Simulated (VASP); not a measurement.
# CaMg2 (P6_3/mmc) in VASP: notebook

Runs on CaMg2. Level: LDA. Tasks: single point.

Program: VASP 6.6.1. These are calculated values, not measurements. Logs are shortened: lines on timing, memory, paths and dates and some standing lists are left out, and cuts for length are marked.

## Step 1: The cell of the first run

Symmetry: P6_3/mmc, No. 194, hexagonal system. The conventional cell has a = 3.468 Å, b = 3.468 Å, c = 16.799 Å, α = 90.00°, β = 90.00°, γ = 120.00°. Within 4.6 Å of Ca (site symmetry -6m2) lie 6 Ca at 3.47 Å and 6 Mg at 3.50 Å. Mg (site symmetry 3m) has 9 Mg at 3.33 to 3.47 Å and 3 Ca at 3.50 Å within 4.4 Å.

## Step 2: Single point, LDA

Input file INCAR:

```
SYSTEM = CaMg2
PREC = Accurate
ENCUT = 600
EDIFF = 1E-6
ISMEAR = -1
SIGMA = 0.1
LREAL = .FALSE.
LASPH = .TRUE.
NELM = 120
ALGO = Normal
ISIF = 2
LWAVE = .FALSE.
LCHARG = .FALSE.
GGA = CA
NBANDS = 23
GGA_COMPAT = .FALSE.
```

Input file KPOINTS:

```
Automatic mesh
0
G
  3 3 1
  0 0 0
```

Input file POSCAR:

```
CaMg2
1.0
    3.4682900000      0.0000000000      0.0000000000
   -1.7341450000      3.0036272477      0.0000000000
    0.0000000000      0.0000000000     16.7985200000
Ca Mg
2 4
Direct
    0.3333333333      0.6666666667      0.7500000000
    0.6666666667      0.3333333333      0.2500000000
    0.6666666667      0.3333333333      0.5790600000
    0.3333333333      0.6666666667      0.0790600000
    0.3333333333      0.6666666667      0.4209400000
    0.6666666667      0.3333333333      0.9209400000
```

Potentials or basis: VASP PAW LDA potentials, release 64 (Ca_sv, Mg).

Started as:

```sh
cat potpaw_LDA.64/Ca_sv/POTCAR potpaw_LDA.64/Mg/POTCAR > POTCAR
mpirun -np 1 vasp_std > vasp.out
```

OUTCAR:

```text
SYSTEM = CaMg2
   PREC = Accurate
   ENCUT = 600
   EDIFF = 1E-6
   ISMEAR = -1
   LREAL = .FALSE.
   LASPH = .TRUE.
   NELM = 120
   ISIF = 2
   GGA = CA

 ion  position               nearest neighbor table
   1  0.333  0.667  0.750-
   2  0.667  0.333  0.250-
   3  0.667  0.333  0.579-   5 3.33   5 3.33   5 3.33
   4  0.333  0.667  0.079-   6 3.33   6 3.33   6 3.33
   5  0.333  0.667  0.421-   3 3.33   3 3.33   3 3.33
   6  0.667  0.333  0.921-   4 3.33   4 3.33   4 3.33

  LATTYP: Found a hexagonal cell.
 ALAT       =     3.4682900000
 C/A-ratio  =     4.8434588803

  Lattice vectors:

 A1 = (   3.4682900000,   0.0000000000,   0.0000000000)
 A2 = (  -1.7341450000,   3.0036272477,   0.0000000000)
 A3 = (   0.0000000000,   0.0000000000,  16.7985200000)

Analysis of symmetry for initial positions (statically):
=====================================================================
 Subroutine PRICEL returns:
 Original cell was already a primitive cell.

 Routine SETGRP: Setting up the symmetry group for a
 hexagonal supercell.

 Subroutine GETGRP returns: Found 24 space group operations
 (whereof 12 operations were pure point group operations)
 out of a pool of 24 trial point group operations.

The static configuration has the point symmetry D_3d.
 The point group associated with its full space group is D_6h.

Analysis of symmetry for dynamics (positions and initial velocities):
=====================================================================
 Subroutine PRICEL returns:
 Original cell was already a primitive cell.

 Routine SETGRP: Setting up the symmetry group for a
 hexagonal supercell.

 Subroutine GETGRP returns: Found 24 space group operations
 (whereof 12 operations were pure point group operations)
 out of a pool of 24 trial point group operations.

The dynamic configuration has the point symmetry D_3d.
 The point group associated with its full space group is D_6h.

 Subroutine INISYM returns: Found 24 space group operations
 (whereof 12 operations are pure point group operations),
 and found     1 'primitive' translations

----------------------------------------------------------------------------------------

                                     Primitive cell

  volume of cell :     174.9977

  direct lattice vectors                    reciprocal lattice vectors
     3.468290000  0.000000000  0.000000000     0.288326524  0.166465396  0.000000000
    -1.734145000  3.003627248  0.000000000     0.000000000  0.332930793  0.000000000
     0.000000000  0.000000000 16.798520000     0.000000000  0.000000000  0.059529054

  length of vectors
     3.468290000  3.468290000 16.798520000     0.332930793  0.332930793  0.059529054

  position of ions in fractional coordinates (direct lattice)
     0.333333333  0.666666667  0.750000000
     0.666666667  0.333333333  0.250000000
     0.666666667  0.333333333  0.579060000
     0.333333333  0.666666667  0.079060000
     0.333333333  0.666666667  0.420940000
     0.666666667  0.333333333  0.920940000

  ion indices of the primitive-cell ions
   primitive index   ion index
                 1           1
                 2           2
                 3           3
                 4           4
                 5           5
                 6           6

----------------------------------------------------------------------------------------

 KPOINTS: Automatic mesh

Automatic generation of k-mesh.
 Grid dimensions read from file:
 generate k-points for:    3    3    1

 Generating k-lattice:

  Cartesian coordinates                     Fractional coordinates (reciprocal lattice)
     0.096108841  0.055488465  0.000000000     0.333333333  0.000000000  0.000000000
     0.000000000  0.110976931  0.000000000     0.000000000  0.333333333  0.000000000
     0.000000000  0.000000000  0.059529054     0.000000000  0.000000000  1.000000000

  Length of vectors
     0.110976931  0.110976931  0.059529054

  Shift w.r.t. Gamma in fractional coordinates (k-lattice)
     0.000000000  0.000000000  0.000000000

 Subroutine IBZKPT returns following result:
 ===========================================

 Found      3 irreducible k-points:

 Following reciprocal coordinates:
            Coordinates               Weight
  0.000000  0.000000  0.000000      1.000000
  0.333333 -0.000000  0.000000      6.000000
  0.333333  0.333333  0.000000      2.000000
   k-points           NKPTS =      3   k-points in BZ     NKDIM =      3   number of bands    NBANDS=     23
   number of dos      NEDOS =    301   number of ions     NIONS =      6
   total plane-waves  NPLWV = 109760
   dimension x,y,z NGX =    28 NGY =   28 NGZ =  140
   dimension x,y,z NGXF=    56 NGYF=   56 NGZF=  280
   ions per type =               2   4
   NGX,Y,Z   is equivalent  to a cutoff of  13.42, 13.42, 13.86 a.u.
   NGXF,Y,Z  is equivalent  to a cutoff of  26.84, 26.84, 27.71 a.u.
 SYSTEM =  CaMg2
   PREC   = accura    normal or accurate (medium, high low for compatibility)
   ISTART =      0    job   : 0-new  1-cont  2-samecut
   ICHARG =      2    charge: 1-file 2-atom 10-const
   ISPIN  =      1    spin polarized calculation?
   LNONCOLLINEAR =      F non collinear calculations
   LSORBIT =      F    spin-orbit coupling
   LASPH  =      T    aspherical Exc in radial PAW
   ENCUT  =  600.0 eV  44.10 Ry    6.64 a.u.   6.93  6.93 33.55*2*pi/ulx,y,z
   NELM   =    120;   NELMIN=  2; NELMDL= -5     # of ELM steps
   EDIFF  = 0.1E-05   stopping-criterion for ELM
   LREAL  =      F    real-space projection
   EDIFFG = 0.1E-04   stopping-criterion for IOM
   NSW    =      0    number of steps for IOM
   IBRION =     -1    ionic relax: 0-MD 1-quasi-New 2-CG
   NFREE  =      0    steps in history (QN), initial steepest desc. (CG)
   ISIF   =      2    stress and relaxation
   ISYM   =      2    0-nonsym 1-usesym 2-fastsym
   POTIM  = 0.5000    time-step for ionic-motion
   TEBEG  =    0.0;   TEEND  =   0.0 temperature during run
   PSTRESS=    0.0 pullay stress
   NELECT =      28.0000    total number of electrons
   NUPDOWN=      -1.0000    fix difference up-down
   EMIN   =  10.00;   EMAX   =-10.00  energy-range for DOS
   EFERMI =   0.00;   METHOD = LEGACY
   ISMEAR =    -1;   SIGMA  =   0.10  broadening in eV -4-tet -1-fermi 0-gaus
   EFERMI_NEDOS =   21; number of points for ismear=-14 and -15
   IALGO  =     38    algorithm
   IMIX   =      4    mixing-type and parameters
     AMIX     =   0.40;   BMIX     =  1.00
     AMIX_MAG =   1.60;   BMIX_MAG =  1.00
  volume/ion in A,a.u.               =      29.17       196.82
  Fermi-wavevector in a.u.,A,eV,Ry     =   0.888758  1.679508 10.747108  0.789890
  Thomas-Fermi vector in A             =   2.010229
   LORBIT       =      0    0 simple, 1 ext, 2 COOP (PROOUT), +10 PAW based schemes
   GGA     = CA    functional components
   LHFCALC =     F    Hartree Fock is set to
   AEXX    =    0.0000 exact exchange contribution
   IVDW    =     0    specifies the selected vdW correction
   LEPSILON=     F    determine dielectric tensor
   LRPA    =     F    only Hartree local field effects (RPA)
 non-spin polarized calculation
  energy-cutoff  :      600.00
  volume of cell :      175.00
 maximum number of plane-waves:      5865
 NGX is ok and might be reduce to    28
   NGX = 13   NGY = 13   NGZ = 67

 number of electron      28.0000002 magnetization

 Free energy of the ion-electron system (eV)
  ---------------------------------------------------
  ext. energy  EPLUGINS =         0.00000000
  ---------------------------------------------------
  free energy    TOTEN  =       -10.60120549 eV

  energy without entropy =      -10.38480580  energy(sigma->0) =      -10.49300565

 E-fermi :   2.1474     XC(G=0):  -8.3812

 val. band max:        2.1238359650   @ k =   0.3333  -0.0000   0.0000
 cond. band min:       2.2155123264   @ k =   0.3333   0.3333   0.0000
 fundamental gap:      0.0916763614
 Fermi energy:         2.1474306294

 k-point     1 :       0.0000    0.0000    0.0000
  band No.  band energies     occupation
      1     -38.9568      2.00000
      2     -38.9568      2.00000
      3     -20.2404      2.00000
      4     -20.2404      2.00000
      5     -20.1213      2.00000
      6     -20.1213      2.00000
      7     -20.1213      2.00000
      8     -20.1213      2.00000
      9      -3.6359      2.00000
     10      -3.3508      2.00000
     11      -2.5899      2.00000
     12      -1.4878      2.00000
     13      -0.9961      2.00000
     14       0.9416      1.99999
     15       1.3056      1.99956
     16       2.8068      0.00273
     17       4.7480      0.00000
     18       4.7480      0.00000
     19       4.7482      0.00000
     20       4.7482      0.00000
     21       5.1559      0.00000
     22       5.2104      0.00000
     23       6.2530      0.00000

 k-point     2 :       0.3333   -0.0000    0.0000
  band No.  band energies     occupation
      1     -38.9215      2.00000
      2     -38.9215      2.00000
      3     -20.4011      2.00000
      4     -20.4011      2.00000
      5     -20.1956      2.00000
      6     -20.1956      2.00000
      7     -20.1853      2.00000
      8     -20.1853      2.00000
      9      -1.7759      2.00000
     10      -1.5792      2.00000
     11      -0.6811      2.00000
     12       0.0408      2.00000
     13       0.9101      1.99999
     14       2.1238      1.11743
     15       2.4693      0.07692
     16       2.9002      0.00108
     17       3.1164      0.00012
     18       3.2802      0.00002
     19       3.9059      0.00000
     20       4.5570      0.00000
     21       4.5973      0.00000
     22       5.0705      0.00000
     23       5.6667      0.00000

 k-point     3 :       0.3333    0.3333    0.0000
  band No.  band energies     occupation
      1     -38.9038      2.00000
      2     -38.9038      2.00000
      3     -20.3795      2.00000
      4     -20.3795      2.00000
      5     -20.3780      2.00000
      6     -20.3780      2.00000
      7     -20.1732      2.00000
      8     -20.1732      2.00000
      9       1.5522      1.99481
     10       1.5522      1.99481
     11       1.7491      1.96343
     12       1.7491      1.96343
     13       1.7855      1.94781
     14       1.8548      1.89824
     15       2.2155      0.67216
     16       2.2155      0.67216
     17       2.3282      0.28182
     18       2.6361      0.01499
     19       2.7626      0.00425
     20       2.7626      0.00425
     21       3.5036      0.00000
     22       4.1608      0.00000
     23       4.2054      0.00000

------------------------ aborting loop because EDIFF is reached ----------------------------------------

  FORCE on cell =-STRESS in cart. coord.  units (eV):
  Direction    XX          YY          ZZ          XY          YZ          ZX
  --------------------------------------------------------------------------------------
  -------------------------------------------------------------------------------------
  Total       -0.3817557     -0.3817557     -4.7935132      0.0000000      0.0000000      0.0000000
  in kB       -3.4951329     -3.4951329    -43.8866111      0.0000000      0.0000000      0.0000000
  external PRESSURE =     -16.9589590 kB  Pullay stress =       0.0000000 kB

 VOLUME and BASIS-vectors are now :
 -----------------------------------------------------------------------------
  energy-cutoff  :      600.00
  volume of cell :      175.00
      direct lattice vectors                 reciprocal lattice vectors
     3.468290000  0.000000000  0.000000000     0.288326524  0.166465396  0.000000000
    -1.734145000  3.003627248  0.000000000     0.000000000  0.332930793  0.000000000
     0.000000000  0.000000000 16.798520000     0.000000000  0.000000000  0.059529054

 POSITION                                       TOTAL-FORCE (eV/Angst)
 -----------------------------------------------------------------------------------
     -0.00000      2.00242     12.59889         0.000000      0.000000     -0.000000
      1.73415      1.00121      4.19963        -0.000000      0.000000     -0.000000
      1.73415      1.00121      9.72735         0.000000     -0.000000     -0.275126
     -0.00000      2.00242      1.32809         0.000000      0.000000     -0.275126
     -0.00000      2.00242      7.07117         0.000000      0.000000      0.275126
      1.73415      1.00121     15.47043         0.000000     -0.000000      0.275126
 -----------------------------------------------------------------------------------
    total drift:                               -0.000000      0.000000     -0.000000

  FREE ENERGIE OF THE ION-ELECTRON SYSTEM (eV)
  ---------------------------------------------------
  free  energy   TOTEN  =       -10.6012054896 eV

  energy  without entropy=      -10.3848058019  energy(sigma->0) =      -10.49300565
```

It took 17 s on 1 thread of Intel Xeon Platinum 8488C (Sapphire Rapids), shared host; peak memory 0.24 GiB.

What came out:

| Item | Value |
| --- | --- |
| Free energy | -10.6012 eV |
| Pressure | -1.7 GPa |
| Largest force | 0.275 eV/Å |
| Band gap on the k mesh | zero (bands 14 and 15 overlap by 0.82 eV) |

Forces on the atoms (eV/Å):
```
Ca   0.000  0.000  0.000
Ca   0.000  0.000  0.000
Mg   0.000  0.000 -0.275
Mg   0.000  0.000 -0.275
Mg   0.000  0.000  0.275
Mg   0.000  0.000  0.275
```

Stress tensor (GPa, compression positive):
```
-0.35  0.00  0.00
 0.00 -0.35  0.00
 0.00  0.00 -4.39
```

Caveat: the k points lie up to 0.70 Å⁻¹ apart, too coarse for converged energies and pressures of a metal.

## Step 3: Single point, LDA

Input file INCAR:

```
PREC = Accurate
ENCUT = 600
EDIFF = 1E-6
ISMEAR = -1
SIGMA = 0.1
LREAL = F
LASPH = T
NELM = 120
ALGO = Normal
ISIF = 2
LWAVE = F
LCHARG = T
LELF = T
LVHAR = T
NBANDS = 23
GGA_COMPAT = F
```

Input file KPOINTS:

```
Automatic mesh
0
Gamma
  5 5 1
```

POSCAR is that of step 2.

Potentials or basis: VASP PAW LDA potentials, release 64 (Ca_sv, Mg).

Started as:

```sh
cat potpaw_LDA.64/Ca_sv/POTCAR potpaw_LDA.64/Mg/POTCAR > POTCAR
mpirun -np 1 vasp_std > vasp.out
```

Run time: 24 s. Hardware: 1 thread of Intel Xeon Platinum 8488C (Sapphire Rapids), shared host; peak memory 0.25 GiB.

Results (log left out):

* Free energy: -11.2192 eV
* Pressure: -1.7 GPa
* Largest force: 0.104 eV/Å
* Band gap on the k mesh: zero (bands 14 and 15 overlap by 0.97 eV)

Forces in eV/Å, atoms in the order of the input:
```
Ca   0.000  0.000  0.000
Ca   0.000  0.000  0.000
Mg   0.000  0.000 -0.104
Mg   0.000  0.000 -0.104
Mg   0.000  0.000  0.104
Mg   0.000  0.000  0.104
```

Stress tensor (GPa, compression positive):
```
-1.27  0.00  0.00
 0.00 -1.27  0.00
 0.00  0.00 -2.70
```

Levels at points of the mesh, in eV from the Fermi level:
```tsv
k point	band 12	band 13	band 14	band 15	band 16	band 17	band 18	band 19
(0.00, 0.00, 0.00)	-3.46	-2.97	-1.01	-0.69	0.84	2.82	2.82	2.82
```

Caveat: the k points lie up to 0.42 Å⁻¹ apart, too coarse for converged energies and pressures of a metal.

(Continued in part 2 of 2.)
